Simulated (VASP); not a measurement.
The system is ZnB6.

```
CELL_PARAMETERS angstrom
3.87577 0.00000 0.00000
0.00000 3.87577 0.00000
0.00000 0.00000 3.87577
ATOMIC_POSITIONS crystal
Zn 0.00000 0.00000 0.00000
B 0.80150 0.50000 0.50000
B 0.19850 0.50000 0.50000
B 0.50000 0.50000 0.80150
B 0.50000 0.50000 0.19850
B 0.50000 0.19850 0.50000
B 0.50000 0.80150 0.50000
```

The cell was generated, and may not be a known phase.

* Program: VASP 6.6.1
* Task: relaxation of cell and atoms
* Functional: PBE
* Potentials or basis: VASP PAW PBE potentials, release 64 (Zn, B)
* Cutoff: 500 eV
* k mesh: 4 × 4 × 4
* Occupations: gaussian, width 0.1 eV
* Spin: no spin polarisation

At the start: pressure 38.5 GPa; volume 8.32 Å³/atom.

Question: How do energy, volume and symmetry change on relaxing?

Answer: Over 5 steps the energy falls by 184.8 meV/atom and the volume is 10.10 Å³/atom (+21.4 %); space group Pm-3m (No. 221, to 0.1 Å) before and after.

The path:
| step | energy change (eV) | largest force (eV/Å) | pressure (GPa) | volume (Å³) |
| --- | --- | --- | --- | --- |
| 1 | 0.0000 | 0.6420 | 38.55 | 58.22 |
| 2 | -0.7973 | 2.3496 | -10.81 | 76.76 |
| 3 | -1.1768 | 1.6363 | 2.40 | 69.08 |
| 4 | -0.8823 | 2.5916 | -2.80 | 74.10 |
| 5 | -1.2938 | 0.0361 | -0.32 | 70.69 |

Final structure:
```
CELL_PARAMETERS angstrom
4.13486 0.00000 0.00000
0.00000 4.13486 0.00000
0.00000 0.00000 4.13486
ATOMIC_POSITIONS crystal
Zn 0.00000 0.00000 0.00000
B 0.80102 0.50000 0.50000
B 0.19898 0.50000 0.50000
B 0.50000 0.50000 0.80102
B 0.50000 0.50000 0.19898
B 0.50000 0.19898 0.50000
B 0.50000 0.80102 0.50000
```

Caveat: the k points lie up to 0.38 Å⁻¹ apart in the final cell, too coarse for converged energies and pressures of a metal; the volume moved by over 15 % at a fixed basis, so the end points are rough.
